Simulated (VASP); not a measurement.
Here is a VASP 6.6.1 calculation.

File INCAR:

```
SYSTEM = KTaO3
PREC = Accurate ; ENCUT = 520
EDIFF = 1E-8 ; ISMEAR = -1
SIGMA = 0.01 ; LREAL = .FALSE.
LASPH = .TRUE. ; NELM = 100
ALGO = Normal ; ISIF = 2
LWAVE = .FALSE. ; LCHARG = .FALSE.
GGA = PE ; LEFG = .TRUE.
NBANDS = 27
```

File KPOINTS:

```
regular mesh
0
G
  5 5 5
  0 0 0
```

POSCAR

```
KTaO3
1.0
    3.9883000000     -0.0598245000     -0.0598245000
   -0.0598245000      3.9883000000     -0.0598245000
   -0.0598245000     -0.0598245000      3.9883000000
K Ta O
1 1 3
Direct
    0.5000000000      0.5000000000      0.5000000000
    0.0000000000      0.0000000000      0.0000000000
    0.5000000000      0.0000000000      0.0000000000
    0.0000000000      0.5000000000      0.0000000000
    0.0000000000      0.0000000000      0.5000000000
```

Potentials or basis: VASP PAW PBE potentials, release 64 (K_sv, Ta_pv, O).

Run with:

```sh
$ cat potpaw_PBE.64/K_sv/POTCAR potpaw_PBE.64/Ta_pv/POTCAR potpaw_PBE.64/O/POTCAR > POTCAR
$ mpirun -np 1 vasp_std > vasp.out
```

Q: Estimate the pressure.

A: 6.2 GPa.

Q: Estimate the band gap on the k mesh.

A: 2.16 eV, indirect (least direct gap 2.56 eV).

Electric field gradients, principal values (V/Å²):
| atom | least | middle | greatest (by size) |
| --- | --- | --- | --- |
| 1 K | 1.978 | 1.978 | -3.956 |
| 2 Ta | -34.335 | -34.335 | 68.669 |
| 3 O | -9.224 | -11.613 | 20.837 |
| 4 O | -9.224 | -11.613 | 20.837 |
| 5 O | -9.224 | -11.613 | 20.837 |

Caveat: the cell differs from its parent crystal (equal xy, yz and zx shear strains of -3 %); without QUAD_EFG the Cq values of the log hold for a quadrupole moment of 1 mb, not for the nuclei; spin-orbit coupling is left out, which moves the levels of the heavy elements. A k mesh can miss the band edges.
